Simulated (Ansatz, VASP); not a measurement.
One calculation of Ti, two programs

INCAR

```
ALGO     = Normal         # electronic algorithm
EDIFF    = 1E-6           # SCF threshold, eV
ENCUT    = 500            # plane-wave cutoff, eV
GGA      = PE             # functional
GGA_COMPAT= F            
ISIF     = 2              # what is computed and relaxed
ISMEAR   = 0              # smearing method
LASPH    = T              # aspherical terms in the spheres
LCHARG   = F              # write CHGCAR
LREAL    = F              # projectors in reciprocal space
LWAVE    = F              # write WAVECAR
NBANDS   = 25             # bands
NELM     = 120            # most SCF steps
PREC     = Accurate       # precision mode
SIGMA    = 0.15           # smearing width, eV
```

File KPOINTS:

```
k-points
0
Gamma
  12 12 14
```

The input POSCAR:

```
Ti
1.0
    4.5790987804      0.0000000000      0.0000000000
   -2.2895493902      3.9656158702      0.0000000000
    0.0000000000      0.0000000000      2.8317615649
Ti
3
Direct
   -0.0329104060      0.0000000000      0.0000000000
    0.3497885363      0.6666666667      0.4237223915
    0.6831218697      0.3333333333      0.5762776085
```

Input for Ansatz:

```yaml
crystal:
  lattice:
    - [4.5790987804, 0.0, 0.0]
    - [-2.2895493902, 3.9656158702, 0.0]
    - [0.0, 0.0, 2.8317615649]
  atoms:
    - { symbol: Ti, position: [-0.032910406, 0.0, 0.0] }
    - { symbol: Ti, position: [0.3497885363, 0.6666666667, 0.4237223915] }
    - { symbol: Ti, position: [0.6831218697, 0.3333333333, 0.5762776085] }
basis:
  ecutwfc: 520.0
kpoints:
  mp_grid: { grid: [12, 12, 14] }
hamiltonian:
  xc: pbe
  pseudopotentials: { kind: paw, azcp: { folder: soft_1 } }
scf:
  occupations: { method: gaussian, width: 0.15 }
output:
  forces: true
  stress: true
  eigenvalues: true
```

Change from the starting cell: mode 4 frozen in at -0.216 Å and mode 5 at -0.151 Å (largest displacements).

Alike in both runs: task single point; functional PBE; k mesh 12 × 12 × 14; occupations gaussian, width 0.15 eV; no spin polarisation.

```csv
,VASP,Ansatz
version,VASP 6.6.1,Ansatz 0.2.0
potentials or method,"VASP PAW PBE potentials, release 64 (Ti_sv), cutoff 500 eV","scalar-relativistic, plane waves, PAW"
valence electrons in the cell,36,36
```

|  | VASP | Ansatz | Ansatz less VASP |
| --- | --- | --- | --- |
| gap on the k mesh at the Fermi level (eV) | none | none | - |
| pressure (GPa) | 1.4 | 1.6 | +0.26 |
| traceless stress, the component that is largest in VASP (GPa) | -0.53 | -0.53 | +0.002 |
| rms of the force components (eV/Å) | 0.419 | 0.422 | +0.0028 |

Atom by atom the forces differ by 0.003 eV/Å (rms over components). A gap of «none» marks a metal or a gap that the smearing closes.
